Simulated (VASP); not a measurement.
# BAs (Fm-3m) in VASP: settings compared

The runs below take BAs through single point, with PBE, PBE+D4.

Everything below comes from runs of VASP 6.6.1. Logs are shortened: lines on timing, memory, paths and dates and some standing lists are left out, and cuts for length are marked.

## Step 1: The cell of the first run

The structure is cubic, space group Fm-3m (No. 225). Conventional cell: a = 4.611 Å, b = 4.611 Å, c = 4.611 Å, α = 90.00°, β = 90.00°, γ = 90.00°. B (site symmetry m-3m) has 6 As at 2.31 Å within 3.0 Å. Within 3.0 Å of As (site symmetry m-3m) lie 6 B at 2.31 Å.

## Step 2: Single point, PBE

Contents of INCAR:

```
  ALGO = Normal
  EDIFF = 1E-6
  ENCUT = 500
  GGA = PE
  GGA_COMPAT = F
  ISIF = 2
  ISMEAR = -1
  LASPH = T
  LCHARG = F
  LREAL = F
  LWAVE = F
  NBANDS = 11
  NELM = 120
  PREC = Accurate
  SIGMA = 0.02
```

Contents of KPOINTS:

```
k-points
0
Gamma
  3 3 3
```

Contents of POSCAR:

```
BAs
1.0
    0.0000000000      2.3052873216      2.3052873216
    2.3052873216      0.0000000000      2.3052873216
    2.3052873216      2.3052873216      0.0000000000
B As
1 1
Direct
    0.0000000000      0.0000000000      0.0000000000
    0.5000000000      0.5000000000      0.5000000000
```

Potentials or basis: VASP PAW PBE potentials, release 64 (B, As).

Command:

```
$ cat potpaw_PBE.64/B/POTCAR potpaw_PBE.64/As/POTCAR > POTCAR
$ mpirun -np 1 vasp_std > vasp.out
```

OUTCAR:

```text
EDIFF = 1E-6
   ENCUT = 500
   GGA = PE
   ISIF = 2
   ISMEAR = -1
   LASPH = T
   LREAL = F
   NELM = 120
   PREC = Accurate

 ion  position               nearest neighbor table
   1  0.000  0.000  0.000-   2 2.31   2 2.31   2 2.31   2 2.31   2 2.31   2 2.31
   2  0.500  0.500  0.500-   1 2.31   1 2.31   1 2.31   1 2.31   1 2.31   1 2.31

  LATTYP: Found a face centered cubic cell.
 ALAT       =     4.6105746432

  Lattice vectors:

 A1 = (   0.0000000000,   2.3052873216,   2.3052873216)
 A2 = (   2.3052873216,   0.0000000000,   2.3052873216)
 A3 = (   2.3052873216,   2.3052873216,   0.0000000000)

Analysis of symmetry for initial positions (statically):
=====================================================================
 Subroutine PRICEL returns:
 Original cell was already a primitive cell.

 Routine SETGRP: Setting up the symmetry group for a
 face centered cubic supercell.

 Subroutine GETGRP returns: Found 48 space group operations
 (whereof 48 operations were pure point group operations)
 out of a pool of 48 trial point group operations.

The static configuration has the point symmetry O_h .

Analysis of symmetry for dynamics (positions and initial velocities):
=====================================================================
 Subroutine PRICEL returns:
 Original cell was already a primitive cell.

 Routine SETGRP: Setting up the symmetry group for a
 face centered cubic supercell.

 Subroutine GETGRP returns: Found 48 space group operations
 (whereof 48 operations were pure point group operations)
 out of a pool of 48 trial point group operations.

The dynamic configuration has the point symmetry O_h .

 Subroutine INISYM returns: Found 48 space group operations
 (whereof 48 operations are pure point group operations),
 and found     1 'primitive' translations

----------------------------------------------------------------------------------------

                                     Primitive cell

  volume of cell :      24.5022

  direct lattice vectors                    reciprocal lattice vectors
     0.000000000  2.305287322  2.305287322    -0.216892704  0.216892704  0.216892704
     2.305287322  0.000000000  2.305287322     0.216892704 -0.216892704  0.216892704
     2.305287322  2.305287322  0.000000000     0.216892704  0.216892704 -0.216892704

[... 65 lines left out ...]
   NSW    =      0    number of steps for IOM
   IBRION =     -1    ionic relax: 0-MD 1-quasi-New 2-CG
   NFREE  =      0    steps in history (QN), initial steepest desc. (CG)
   ISIF   =      2    stress and relaxation
   ISYM   =      2    0-nonsym 1-usesym 2-fastsym
   POTIM  = 0.5000    time-step for ionic-motion
   TEBEG  =    0.0;   TEEND  =   0.0 temperature during run
   PSTRESS=    0.0 pullay stress
   NELECT =       8.0000    total number of electrons
   NUPDOWN=      -1.0000    fix difference up-down
   EMIN   =  10.00;   EMAX   =-10.00  energy-range for DOS
   EFERMI =   0.00;   METHOD = LEGACY
   ISMEAR =    -1;   SIGMA  =   0.02  broadening in eV -4-tet -1-fermi 0-gaus
   EFERMI_NEDOS =   21; number of points for ismear=-14 and -15
   IALGO  =     38    algorithm
   IMIX   =      4    mixing-type and parameters
     AMIX     =   0.40;   BMIX     =  1.00
     AMIX_MAG =   1.60;   BMIX_MAG =  1.00
  volume/ion in A,a.u.               =      12.25        82.67
  Fermi-wavevector in a.u.,A,eV,Ry     =   1.127292  2.130273 17.290111  1.270787
  Thomas-Fermi vector in A             =   2.263978
   LORBIT       =      0    0 simple, 1 ext, 2 COOP (PROOUT), +10 PAW based schemes
   GGA     = PE    functional components
   LHFCALC =     F    Hartree Fock is set to
   AEXX    =    0.0000 exact exchange contribution
   IVDW    =     0    specifies the selected vdW correction
   LEPSILON=     F    determine dielectric tensor
   LRPA    =     F    only Hartree local field effects (RPA)
 non-spin polarized calculation
  energy-cutoff  :      500.00
  volume of cell :       24.50
 maximum number of plane-waves:       634
   NGX = 11   NGY = 11   NGZ = 11

 number of electron       7.9999999 magnetization

 Free energy of the ion-electron system (eV)
  ---------------------------------------------------
  ext. energy  EPLUGINS =         0.00000000
  ---------------------------------------------------
  free energy    TOTEN  =        -8.81804275 eV

  energy without entropy =       -8.79572807  energy(sigma->0) =       -8.80688541

 E-fermi :   7.5367     XC(G=0): -11.4204

 val. band max:        7.5271297637   @ k =  -0.3333   0.3333   0.0000
 cond. band min:       7.5696435967   @ k =   0.3333   0.0000   0.0000
 fundamental gap:      0.0425138330
 Fermi energy:         7.5367299833

 k-point     1 :       0.0000    0.0000    0.0000
  band No.  band energies     occupation
      1      -8.6214      2.00000
      2       7.3296      1.99994
      3       7.3296      1.99994
      4       7.3296      1.99994
      5      10.8441      0.00000
      6      15.0183      0.00000
      7      15.0183      0.00000
      8      15.0183      0.00000
      9      16.1633      0.00000
     10      16.1633      0.00000
     11      16.1633      0.00000
[... 29 lines left out ...]
 k-point     4 :      -0.3333    0.3333    0.0000
  band No.  band energies     occupation
      1      -3.7279      2.00000
      2      -0.5504      2.00000
      3       0.8219      2.00000
      4       5.1795      2.00000
      5       7.5271      1.23550
      6      13.3098      0.00000
      7      15.7676      0.00000
      8      17.3428      0.00000
      9      18.2678      0.00000
     10      20.8455      0.00000
     11      22.0184      0.00000

------------------------ aborting loop because EDIFF is reached ----------------------------------------

  FORCE on cell =-STRESS in cart. coord.  units (eV):
  Direction    XX          YY          ZZ          XY          YZ          ZX
  --------------------------------------------------------------------------------------
  -------------------------------------------------------------------------------------
  Total        1.2168574      1.2168574      1.2168574      0.0000000     -0.0000000      0.0000000
  in kB       79.5692150     79.5692150     79.5692150      0.0000000     -0.0000000      0.0000000
  external PRESSURE =      79.5692150 kB  Pullay stress =       0.0000000 kB

 VOLUME and BASIS-vectors are now :
 -----------------------------------------------------------------------------
  energy-cutoff  :      500.00
  volume of cell :       24.50
      direct lattice vectors                 reciprocal lattice vectors
     0.000000000  2.305287322  2.305287322    -0.216892704  0.216892704  0.216892704
     2.305287322  0.000000000  2.305287322     0.216892704 -0.216892704  0.216892704
     2.305287322  2.305287322  0.000000000     0.216892704  0.216892704 -0.216892704

 POSITION                                       TOTAL-FORCE (eV/Angst)
 -----------------------------------------------------------------------------------
      0.00000      0.00000      0.00000        -0.000000     -0.000000     -0.000000
      2.30529      2.30529      2.30529         0.000000      0.000000      0.000000
 -----------------------------------------------------------------------------------
    total drift:                                0.000000     -0.000000     -0.000000

  FREE ENERGIE OF THE ION-ELECTRON SYSTEM (eV)
  ---------------------------------------------------
  free  energy   TOTEN  =        -8.8180427513 eV

  energy  without entropy=       -8.7957280743  energy(sigma->0) =       -8.80688541
```

OSZICAR:

```text
N       E                     dE             d eps       ncg     rms          rms(c)
DAV:   1     0.105384214399E+02    0.10538E+02   -0.36046E+03    88   0.612E+02
DAV:   2    -0.864986551243E+01   -0.19188E+02   -0.18793E+02   113   0.100E+02
DAV:   3    -0.909781437577E+01   -0.44795E+00   -0.42844E+00   108   0.129E+01
DAV:   4    -0.909862851919E+01   -0.81414E-03   -0.81406E-03    94   0.631E-01
DAV:   5    -0.909862913238E+01   -0.61319E-06   -0.61322E-06   100   0.193E-02    0.399E+00
DAV:   6    -0.883024539547E+01    0.26838E+00   -0.82492E-01    94   0.355E+00    0.205E+00
DAV:   7    -0.881764869052E+01    0.12597E-01   -0.11481E-01   102   0.164E+00    0.841E-01
DAV:   8    -0.881795829128E+01   -0.30960E-03   -0.32570E-03    91   0.409E-01    0.593E-02
DAV:   9    -0.881802233184E+01   -0.64041E-04   -0.14934E-04    94   0.698E-02    0.484E-02
DAV:  10    -0.881804238174E+01   -0.20050E-04   -0.18872E-05    88   0.320E-02    0.108E-02
DAV:  11    -0.881804275133E+01   -0.36959E-06   -0.63877E-06    91   0.123E-02
   1 F= -.88180428E+01 E0= -.88068854E+01  d E =-.223147E-01
```

stdout:

```text
POSCAR found type information on POSCAR B As
 POSCAR found :  2 types and       2 ions
 scaLAPACK will be used
 LDA part: xc-table for (Slater+PW92), standard interpolation
 POSCAR, INCAR and KPOINTS ok, starting setup
 FFT: planning ... GRIDC
 FFT: planning ... GRID_SOFT
 FFT: planning ... GRID
 WAVECAR not read
 entering main loop
```

It took 5 s on 1 thread of AMD EPYC 7R13, shared host; peak memory 0.1 GiB.

Results:

```
Free energy            : -8.8180 eV
Pressure               : 8.0 GPa
Band gap on the k mesh : zero (band 4 reaches 7.57 eV, above the bottom of band 5 at 4.84 eV)
```

Levels at points of the mesh, in eV from the Fermi level:
```tsv
k point	band 2	band 3	band 4	band 5	band 6	band 7
(0.00, 0.00, 0.00)	-0.21	-0.21	-0.21	3.31	7.48	7.48
```

Caveat: the k points lie up to 0.79 Å⁻¹ apart.

## Step 3: Single point, PBE+D4

Contents of INCAR:

```
PREC = Accurate ; ENCUT = 500
EDIFF = 1E-6 ; ISMEAR = -1
SIGMA = 0.02 ; LREAL = F
LASPH = T ; NELM = 120
ALGO = Normal ; ISIF = 2
LWAVE = F ; LCHARG = T
GGA = PE ; IVDW = 13
LELF = T ; LVHAR = T
NBANDS = 11 ; GGA_COMPAT = F
```

Contents of KPOINTS:

```
Automatic mesh
0
Gamma
  6 6 6
```

POSCAR is that of step 2.

Potentials or basis: VASP PAW PBE potentials, release 64 (B, As).

Command:

```
$ cat potpaw_PBE.64/B/POTCAR potpaw_PBE.64/As/POTCAR > POTCAR
$ mpirun -np 1 vasp_std > vasp.out
```

It took 8.9 s on 1 thread of AMD EPYC 7R13, shared host; peak memory 0.11 GiB.

It converged, with:

```
Free energy                : -10.3903 eV
Pressure                   : -4.7 GPa
Band gap on the k mesh     : zero (band 4 reaches 8.79 eV, above the bottom of band 5 at 3.91 eV)
Dispersion energy per atom : -0.416 eV
```

Levels at points of the mesh, in eV from the Fermi level:
```
           k point  band 1  band 2  band 3  band 4  band 5  band 6  band 7  band 8
(0.00, 0.00, 0.00)  -15.88    0.02    0.02    0.02    3.52    7.72    7.72    7.72
(0.50, 0.00, 0.00)  -12.12   -9.67    1.11    1.11    1.37    1.37    4.18    5.49
(0.50, 0.50, 0.00)  -10.69   -7.85   -3.69   -3.69   -3.35    3.73   10.62   10.62
```

Caveat: the k points lie up to 0.39 Å⁻¹ apart; pairwise dispersion overbinds metals, which lowers pressure and volume.
